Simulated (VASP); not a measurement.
WSe2: single point with PBE+D3(BJ)

WSe2:

```
W Se
1.0
     3.37740    0.00000    0.00000
    -1.68870    2.92491    0.00000
     0.00000    0.00000   12.98044
W Se
2 4
Cartesian
  0.0000 1.9499 3.2451
  1.6887 0.9750 9.7353
  0.0000 1.9499 8.0257
  1.6887 0.9750 1.5355
  0.0000 1.9499 11.4450
  1.6887 0.9750 4.9547
```

This cell differs from its parent crystal: strain +0.030 along x and y, +0.015 along z.

| Item | Value |
| --- | --- |
| Program | VASP 6.6.1 |
| Task | single point |
| Functional | PBE |
| Dispersion | D3(BJ) |
| Potentials or basis | VASP PAW PBE potentials, release 64 (W_sv, Se) |
| Cutoff | 520 eV |
| k mesh | 12 × 12 × 2 |
| Occupations | gaussian, width 0.05 eV |
| Spin | no spin polarisation |
| Dipole correction | no |
| Further INCAR settings | ALGO = Normal; EDIFF = 1e-06; NBANDS = 35 |

- Pressure: -8.6 GPa
- Largest force: 0.892 eV/Å
- Band gap on the k mesh: 0.91 eV, indirect (least direct gap 1.34 eV)
- Dispersion energy per atom: -0.441 eV

Forces in eV/Å, atoms in the order of the input:
```
W    0.000  0.000  0.000
W    0.000  0.000  0.000
Se   0.000  0.000  0.892
Se   0.000  0.000  0.892
Se   0.000  0.000 -0.892
Se   0.000  0.000 -0.892
```

Stress tensor (GPa, compression positive):
```
-8.71  0.00  0.00
 0.00 -8.71  0.00
 0.00  0.00 -8.24
```

Levels at points of the mesh, in eV from the valence-band top:
| k point | band 22 | band 23 | band 24 | band 25 | band 26 | band 27 | band 28 | band 29 | band 30 | band 31 |
| --- | --- | --- | --- | --- | --- | --- | --- | --- | --- | --- |
| (0.00, 0.00, 0.00) | -1.46 | -1.46 | -0.94 | -0.88 | 0.00 | 2.36 | 2.36 | 2.38 | 2.38 | 2.43 |
| (0.50, 0.00, 0.00) | -2.27 | -1.43 | -1.35 | -1.15 | -1.14 | 1.86 | 1.91 | 2.09 | 2.35 | 2.72 |
| (0.00, 0.00, 0.50) | -1.50 | -1.50 | -1.50 | -0.16 | -0.16 | 2.36 | 2.36 | 2.36 | 2.36 | 2.53 |
| (0.50, 0.00, 0.50) | -2.44 | -1.29 | -1.29 | -1.23 | -1.23 | 1.88 | 1.88 | 2.25 | 2.25 | 3.13 |

Wall time 2.2 min on 1 thread of AMD EPYC 9R45 96-Core Processor (Zen 5), on a shared host, peak memory 0.31 GiB.

Caveat: the cell differs from its parent crystal (strain +0.030 along x and y, +0.015 along z); spin-orbit coupling is left out, which moves the levels of the heavy elements. A k mesh can miss the band edges.
